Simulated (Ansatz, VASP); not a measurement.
# Two plane-wave programs on Ir

```xyz
16
Lattice="-3.8700 3.8700 3.8700 3.8700 -3.8700 3.8700 3.8700 3.8700 -3.8700" Properties=species:S:1:pos:R:3 pbc="T T T"
Ir    0.0000    0.0000    0.0000
Ir    3.8700    1.9350   -1.9350
Ir    3.8700    0.0000    0.0000
Ir    3.8700   -1.9350    1.9350
Ir    1.9350    3.8700   -1.9350
Ir    1.9350    1.9350    0.0000
Ir    1.9350    0.0000    1.9350
Ir    1.9350   -1.9350    3.8700
Ir    0.0000    3.8700    0.0000
Ir    0.0000    1.9350    1.9350
Ir    0.0000    0.0000    3.8700
Ir    3.8700    1.9350    1.9350
Ir   -1.9350    3.8700    1.9350
Ir   -1.9350    1.9350    3.8700
Ir    1.9350    3.8700    1.9350
Ir    1.9350    1.9350    3.8700
```

Alike in both runs: task single point; functional PBE; k mesh 6 × 6 × 6; occupations methfessel-paxton of order 1, width 0.1 eV; no spin polarisation.

```csv
,VASP,Ansatz
version,VASP 6.6.1,Ansatz 0.2.0
potentials or method,"VASP PAW PBE potentials, release 64 (Ir), cutoff 520 eV",plane-wave PAW DFT
valence electrons in the cell,144,272
```

|  | VASP | Ansatz | Ansatz less VASP |
| --- | --- | --- | --- |
| pressure (GPa) | 0.7 | 0.1 | -0.59 |

VASP's potentials hold 144 valence electrons a cell and Ansatz's 272, so a difference there can come from the potentials and not from the codes.

Spin-orbit coupling is off throughout.
